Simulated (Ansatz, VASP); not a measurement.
SiGe2 in VASP and in Ansatz

```xyz
6
Lattice="5.1417 0.0000 0.0000 -2.5709 4.4529 0.0000 0.0000 0.0000 4.6965" Properties=species:S:1:pos:R:3 pbc="T T T"
Si    2.5709    1.4843    0.0000
Si    0.0000    2.9686    0.0000
Ge    0.0000    0.0000    0.0000
Ge   -0.8570    1.4843    2.3483
Ge    1.7139    2.9686    2.3483
Ge    1.7139    0.0000    2.3483
```

Alike in both runs: task single point; functional PBE; k mesh 6 × 6 × 4; occupations gaussian, width 0.1 eV; no spin polarisation.

|  | VASP | Ansatz |
| --- | --- | --- |
| version | VASP 6.6.1 | Ansatz 0.2.0 |
| potentials or method | VASP PAW PBE potentials, release 64 (Si, Ge_d), cutoff 520 eV | scalar-relativistic, plane waves, PAW |
| valence electrons in the cell | 64 | 64 |

|  | VASP | Ansatz | Ansatz less VASP |
| --- | --- | --- | --- |
| gap on the k mesh at the Fermi level (eV) | none | none | - |
| pressure (GPa) | -1.0 | -1.0 | +0.04 |
| traceless stress, the component that is largest in VASP (GPa) | 3.69 | 3.69 | -0.003 |
| rms of the force components (eV/Å) | 0.087 | 0.087 | -0.0003 |

Atom by atom the forces differ by 0.000 eV/Å (rms over components). A gap of «none» marks a metal or a gap that the smearing closes.
